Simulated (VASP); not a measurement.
# ZrB2: single point with revPBE+D3(BJ)

Crystal: ZrB2.

```
Zr B
1.0
     3.21172    0.00000    0.00000
    -1.60586    2.78143    0.00000
     0.00000    0.00000    3.57949
Zr B
1 2
Direct
  0.00000 0.00000 0.00000
  0.66667 0.33333 0.50000
  0.33333 0.66667 0.50000
```

* Program: VASP 6.6.1
* Task: single point
* Functional: revPBE
* Dispersion: D3(BJ)
* Potentials or basis: VASP PAW PBE potentials, release 64 (Zr_sv, B)
* Cutoff: 520 eV
* k mesh: 10 × 10 × 8
* Occupations: fermi-dirac, width 0.05 eV
* Spin: no spin polarisation

| Item | Value |
| --- | --- |
| Pressure | -16.3 GPa |
| Band gap on the k mesh | zero (bands 9 and 10 overlap by 0.76 eV) |
| Dispersion energy per atom | -0.709 eV |

Stress tensor (GPa, compression positive):
```
-17.14   0.00   0.00
  0.00 -17.14   0.00
  0.00   0.00 -14.59
```

Levels at points of the mesh, in eV from the Fermi level:
| k point | band 5 | band 6 | band 7 | band 8 | band 9 | band 10 | band 11 | band 12 | band 13 | band 14 |
| --- | --- | --- | --- | --- | --- | --- | --- | --- | --- | --- |
| (0.00, 0.00, 0.00) | -12.51 | -2.47 | -2.47 | -2.42 | -2.29 | 3.30 | 3.30 | 4.07 | 4.07 | 4.64 |
| (0.50, 0.00, 0.00) | -8.73 | -8.45 | -3.69 | -2.93 | -2.50 | 2.24 | 2.27 | 4.75 | 4.80 | 6.34 |
| (0.00, 0.00, 0.50) | -10.63 | -6.78 | -0.86 | -0.86 | 0.39 | 0.39 | 0.82 | 0.82 | 1.83 | 5.03 |
| (0.50, 0.00, 0.50) | -9.70 | -6.90 | -4.40 | -3.93 | -2.02 | 3.63 | 3.93 | 5.09 | 5.96 | 6.24 |

It took 44 s on 1 thread of Intel Xeon 8259CL (shared host), peak memory 0.18 GiB.

Caveat: the cell stands under tension; the PAW data sets were made with another functional, which shifts forces and pressure a little.
